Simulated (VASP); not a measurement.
Runs of VASP 6.6.1 on Zr3Ag. The structure is that of space group P4/mmm (No. 123), or close to it. The cells are those of the table. 

| cell | gap on the mesh (eV) | pressure (GPa) |
| --- | --- | --- |
| a = 4.656, b = 4.656, c = 4.064 Å, 4 atoms | none | -9.7 |
| a = 4.612, b = 4.612, c = 3.986 Å, 4 atoms | none | -6.6 |
| a = 4.520, b = 4.520, c = 3.986 Å, 4 atoms | none | (a) |
| a = 4.596, b = 4.596, c = 4.012 Å, 4 atoms | none | -6.6 |
| a = 4.626, b = 4.626, c = 4.038 Å, 4 atoms | none | -8.2 |

Alike in all rows: task electric field gradients; level LDA; potentials or basis VASP PAW LDA potentials, release 64 (Zr_sv, Ag); no spin polarisation; k mesh 7 × 7 × 8; cutoff (eV) 520; smearing fermi-dirac 0.05 eV.

**Question.** Estimate the missing entries.

**Answer.** (a) -2.8.

A k mesh can miss the band edges, and the runs leave out spin-orbit coupling on Ag, Zr.

A gap of «none» marks levels without a gap at the run's occupations.
